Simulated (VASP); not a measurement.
# NaCl (Fm-3m) in VASP: a series of runs, part 2 of 2

VASP 6.6.1. The steps go on from the part before.

## Step 3: Single point, r2SCAN

This run uses another cell than the first one, of 21.31 Å³/atom.

The input, POSCAR:

```
NaCl
1.0
    0.0000000000      2.7723573037      2.7723573037
    2.7723573037      0.0000000000      2.7723573037
    2.7723573037      2.7723573037      0.0000000000
Na Cl
1 1
Direct
    0.0000000000      0.0000000000      0.0000000000
    0.5000000000      0.5000000000      0.5000000000
```

The input, INCAR.step1:

```
SYSTEM = NaCl
PREC     = Accurate       ! precision mode
ENCUT    = 520            ! plane-wave cutoff, eV
ISMEAR   = 0              ! smearing method
SIGMA    = 0.01           ! smearing width, eV
LREAL    = .False.        ! projectors in reciprocal space
LASPH    = .True.         ! aspherical terms in the spheres
NELM     = 60             ! most SCF steps
NBANDS   = 14             ! bands
GGA      = PE             ! functional
ALGO     = Normal         ! electronic algorithm
EDIFF    = 1E-4           ! SCF threshold, eV
LWAVE    = .True.         ! write WAVECAR
LCHARG   = .False.        ! write CHGCAR
```

The input, INCAR.step2:

```
SYSTEM = NaCl
PREC     = Accurate       ! precision mode
ENCUT    = 520            ! plane-wave cutoff, eV
EDIFF    = 1E-7           ! SCF threshold, eV
ISMEAR   = 0              ! smearing method
SIGMA    = 0.01           ! smearing width, eV
LREAL    = .False.        ! projectors in reciprocal space
LASPH    = .True.         ! aspherical terms in the spheres
NELM     = 60             ! most SCF steps
ALGO     = Normal         ! electronic algorithm
ISIF     = 2              ! what is computed and relaxed
LWAVE    = .False.        ! write WAVECAR
LCHARG   = .False.        ! write CHGCAR
METAGGA  = R2SCAN         ! meta-GGA
LMIXTAU  = .True.       
NBANDS   = 14             ! bands
ISTART   = 1
```

The input, KPOINTS:

```
regular mesh
0
Gamma
  8 8 8
  0 0 0
```

Potentials or basis: VASP PAW PBE potentials, release 64 (Na_pv, Cl).

The run is started by

```sh
$ cat potpaw_PBE.64/Na_pv/POTCAR potpaw_PBE.64/Cl/POTCAR > POTCAR
$ cp INCAR.step1 INCAR
$ mpirun -np 1 vasp_std > vasp.out
$ cp INCAR.step2 INCAR
$ mpirun -np 1 vasp_std > vasp.out
```

OUTCAR:

```text
SYSTEM = NaCl
   PREC = Accurate
   ENCUT = 520
   EDIFF = 1E-7
   ISMEAR = 0
   LREAL = .False.
   LASPH = .True.
   NELM = 60
   ISIF = 2
   METAGGA = R2SCAN
   ISTART = 1

 ion  position               nearest neighbor table
   1  0.000  0.000  0.000-
   2  0.500  0.500  0.500-

  LATTYP: Found a face centered cubic cell.
 ALAT       =     5.5447146074

  Lattice vectors:

 A1 = (   0.0000000000,   2.7723573037,   2.7723573037)
 A2 = (   2.7723573037,   0.0000000000,   2.7723573037)
 A3 = (   2.7723573037,   2.7723573037,   0.0000000000)

Analysis of symmetry for initial positions (statically):
=====================================================================
 Subroutine PRICEL returns:
 Original cell was already a primitive cell.

 Routine SETGRP: Setting up the symmetry group for a
 face centered cubic supercell.

 Subroutine GETGRP returns: Found 48 space group operations
 (whereof 48 operations were pure point group operations)
 out of a pool of 48 trial point group operations.

The static configuration has the point symmetry O_h .

Analysis of symmetry for dynamics (positions and initial velocities):
[... 166 lines left out ...]

 k-point     1 :       0.0000    0.0000    0.0000
  band No.  band energies     occupation
      1     -22.2898      2.00000
      2     -22.2893      2.00000
      3     -22.2893      2.00000
      4     -14.2047      2.00000
      5      -0.8597      2.00000
      6      -0.8597      2.00000
      7      -0.8597      2.00000
      8       5.2805      0.00000
      9      10.9456      0.00000
     10      10.9456      0.00000
     11      10.9456      0.00000
     12      13.2613      0.00000
     13      13.2613      0.00000
     14      14.9684      0.00000
[... 377 lines left out ...]
      1     -22.3182      2.00000
      2     -22.2990      2.00000
      3     -22.2943      2.00000
      4     -13.7716      2.00000
      5      -2.6531      2.00000
      6      -1.7078      2.00000
      7      -1.3266      2.00000
      8       8.2929      0.00000
      9       9.7856      0.00000
     10      10.4133      0.00000
     11      11.9175      0.00000
     12      14.6038      0.00000
     13      16.0887      0.00000
     14      16.9672      0.00000

 [... further k-points ...]
[... 5 lines left out ...]
  --------------------------------------------------------------------------------------
  -------------------------------------------------------------------------------------
  Total        0.2225685      0.2225685      0.2225685      0.0000000      0.0000000      0.0000000
  in kB        8.3675167      8.3675167      8.3675167      0.0000000      0.0000000      0.0000000
  external PRESSURE =       8.3675167 kB  Pullay stress =       0.0000000 kB

 VOLUME and BASIS-vectors are now :
 -----------------------------------------------------------------------------
  energy-cutoff  :      520.00
  volume of cell :       42.62
      direct lattice vectors                 reciprocal lattice vectors
     0.000000000  2.772357304  2.772357304    -0.180351933  0.180351933  0.180351933
     2.772357304  0.000000000  2.772357304     0.180351933 -0.180351933  0.180351933
     2.772357304  2.772357304  0.000000000     0.180351933  0.180351933 -0.180351933

 POSITION                                       TOTAL-FORCE (eV/Angst)
 -----------------------------------------------------------------------------------
      0.00000      0.00000      0.00000         0.000000      0.000000      0.000000
      2.77236      2.77236      2.77236         0.000000     -0.000000      0.000000
 -----------------------------------------------------------------------------------
    total drift:                               -0.000000      0.000000      0.000000

  FREE ENERGIE OF THE ION-ELECTRON SYSTEM (eV)
  ---------------------------------------------------
  free  energy   TOTEN  =       -13.7869984639 eV

  energy  without entropy=      -13.7869984639  energy(sigma->0) =      -13.78699846
```

OUTCAR.step1:

```text
SYSTEM = NaCl
   PREC = Accurate
   ENCUT = 520
   ISMEAR = 0
   LREAL = .False.
   LASPH = .True.
[... 630 lines left out ...]
      0.00000      0.00000      0.00000        -0.000000     -0.000000     -0.000000
      2.77236      2.77236      2.77236         0.000000      0.000000      0.000000
 -----------------------------------------------------------------------------------
    total drift:                               -0.000000      0.000000      0.000000

  FREE ENERGIE OF THE ION-ELECTRON SYSTEM (eV)
  ---------------------------------------------------
  free  energy   TOTEN  =        -6.7536007383 eV

  energy  without entropy=       -6.7536007383  energy(sigma->0) =       -6.75360074
```

Wall time 44 s (1 thread of Intel Xeon 6975P-C (Granite Rapids), shared host); peak memory 0.17 GiB.

Results:

| Property | Result |
| --- | --- |
| Free energy | -13.7870 eV |
| Pressure | 0.8 GPa |
| Band gap on the k mesh | 6.14 eV |

Levels at points of the mesh, in eV from the valence-band top:
| k point | band 3 | band 4 | band 5 | band 6 | band 7 | band 8 | band 9 | band 10 | band 11 | band 12 |
| --- | --- | --- | --- | --- | --- | --- | --- | --- | --- | --- |
| (0.00, 0.00, 0.00) | -21.43 | -13.35 | 0.00 | 0.00 | 0.00 | 6.14 | 11.81 | 11.81 | 11.81 | 14.12 |
| (0.50, 0.00, 0.00) | -21.43 | -12.95 | -2.08 | -0.31 | -0.31 | 8.04 | 11.89 | 11.89 | 12.05 | 16.34 |
| (0.50, 0.50, 0.00) | -21.44 | -12.90 | -1.82 | -0.66 | -0.66 | 8.57 | 8.59 | 12.60 | 16.23 | 16.40 |

Caveat: the PAW data sets were made with another functional, which shifts forces and pressure a little.
